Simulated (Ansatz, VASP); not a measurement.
# ZrO5 in VASP and in Ansatz

```
CELL_PARAMETERS angstrom
2.87570 0.00000 0.00000
0.00000 2.87570 0.00000
0.00000 0.00000 10.01891
ATOMIC_POSITIONS crystal
Zr 0.50000 0.50000 0.00000
O 0.50000 0.50000 0.43681
O 0.50000 0.50000 0.56319
O 0.00000 0.00000 0.11038
O 0.00000 0.00000 0.88962
O 0.00000 0.00000 0.50000
```

Change from the starting cell: species swapped into the Hf5Pb type (P4/mmm, No. 123).

Alike in both runs: functional PBE; k mesh 6 × 6 × 2; occupations gaussian, width 0.1 eV; no spin polarisation.

Ansatz relaxed the structure, and its values are those at the end. VASP's run is a single point on that final structure, the one shown.

```csv
,VASP,Ansatz
version,VASP 6.6.1,Ansatz 0.2.0
potentials or method,"VASP PAW PBE potentials, release 64 (Zr_sv, O_h), cutoff 1340 eV","scalar-relativistic, plane waves, PAW"
valence electrons in the cell,42,42
```

Ansatz gave:

| Item | Value |
| --- | --- |
| gap on the k mesh at the Fermi level (eV) | none |
| pressure (GPa) | 0.2 |
| rms of the force components (eV/Å) | 0.004 |

**Question.** Estimate VASP's values.

**Answer.** gap on the k mesh at the Fermi level (eV): none; pressure (GPa): 0.1; rms of the force components (eV/Å): 0.006.

A gap of «none» marks a metal or a gap that the smearing closes.

The k mesh is coarse, so the values compare programs but aren't converged.
